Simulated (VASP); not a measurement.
**Au: single point with PBEsol**

The system is Au.

```xyz
1
Lattice="0.0000 2.0455 2.0148 2.0455 0.0000 2.0148 2.0455 2.0455 0.0000" Properties=species:S:1:pos:R:3 pbc="T T T"
Au    0.0000    0.0000    0.0000
```

This cell differs from its parent crystal: strain +0.000 along x and y, -0.015 along z.

```json
{
  "Program": "VASP 6.6.1",
  "Task": "single point",
  "Functional": "PBEsol",
  "Potentials or basis": "VASP PAW PBE potentials, release 64 (Au)",
  "Cutoff": "520 eV",
  "k mesh": "20 × 20 × 20",
  "Occupations": "gaussian, width 0.15 eV",
  "Spin": "no spin polarisation"
}
```

- Pressure: 1.5 GPa
- Band gap on the k mesh: zero (an odd number of electrons rules out a gap without spin polarisation)

Stress tensor (GPa, compression positive):
```
1.32 0.00 0.00
0.00 1.32 0.00
0.00 0.00 1.81
```

Levels at points of the mesh, in eV from the Fermi level:
```tsv
k point	band 4	band 5	band 6	band 7	band 8	band 9
(0.00, 0.00, 0.00)	-4.63	-3.23	-3.08	14.51	18.47	18.47
(0.50, 0.00, 0.00)	-1.96	-1.90	-1.06	3.13	13.94	17.03
(0.50, 0.50, 0.00)	-1.60	-1.60	1.12	6.09	9.83	9.83
(0.50, 0.00, 0.50)	-1.66	-1.55	0.86	5.74	10.08	10.12
```

It took 93 s on 1 thread of AMD EPYC 9R45 96-Core Processor (Zen 5), with other jobs on the host, peak memory 0.21 GiB.

Caveat: the cell differs from its parent crystal (strain +0.000 along x and y, -0.015 along z); the PAW data sets were made with another functional, which shifts forces and pressure a little; spin-orbit coupling is left out, which moves the levels of the heavy elements.
